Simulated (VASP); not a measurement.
**CoBr: single point with PBE+U**

Crystal: CoBr.

```xyz
2
Lattice="3.4980 0.0000 0.0000 -1.7490 3.0293 0.0000 0.0000 0.0000 4.5020" Properties=species:S:1:pos:R:3 pbc="T T T"
Co    0.0000    0.0000    0.0000
Br    0.0000    0.0000    2.2510
```

```
Program                : VASP 6.6.1
Task                   : single point
Functional             : PBE
Potentials or basis    : VASP PAW PBE potentials, release 64 (Co, Br)
Cutoff                 : 520 eV
k mesh                 : 11 × 11 × 8
Occupations            : fermi-dirac, width 0.05 eV
Spin                   : collinear spin, ferromagnetic start
Starting moments       : [2.5, 0.0] μB
Hubbard terms          : Co d U = 8.0 eV
Dipole correction      : no
Further INCAR settings : ALGO = Normal; EDIFF = 1e-06; NBANDS = 19
```

| Quantity | Value |
| --- | --- |
| Pressure | 4.9 GPa |
| Net moment | 2.06 μB per cell |
| Site moments | Co +2.08; Br -0.01 μB |
| Valence electrons inside the program's atomic spheres | Co 8.11; Br 4.93 |

Stress tensor (GPa, compression positive):
```
6.65 0.00 0.00
0.00 6.65 0.00
0.00 0.00 1.38
```

Levels at points of the mesh, in eV from the Fermi level:
Spin up:
| k point | band 7 | band 8 | band 9 | band 10 | band 11 | band 12 |
| --- | --- | --- | --- | --- | --- | --- |
| (0.00, 0.00, 0.00) | -4.40 | -0.93 | -0.84 | -0.84 | 7.52 | 10.54 |
| (0.00, 0.00, 0.50) | -4.20 | -0.19 | -0.19 | 4.42 | 5.98 | 9.00 |
Spin down:
```csv
k point,band 5,band 6,band 7,band 8,band 9,band 10
"(0.00, 0.00, 0.00)",-2.55,-0.84,-0.84,0.18,3.38,3.38
"(0.00, 0.00, 0.50)",-2.40,0.04,0.04,3.42,3.42,5.51
```

Eigenvalues of the final occupation matrices:
```csv
site,spin,trace,eigenvalues
site 1 d,1,4.82,0.93 0.97 0.97 0.97 0.97
site 1 d,2,2.74,0.00 0.00 0.80 0.97 0.97
```

Run time: 3.8 min on 1 thread of AMD EPYC 9R45 96-Core Processor (Zen 5) (shared host), peak memory 0.24 GiB.

Caveat: the stress differs along the axes, from 1 to 7 GPa. The state reached can hang on the start; a lower one may exist.
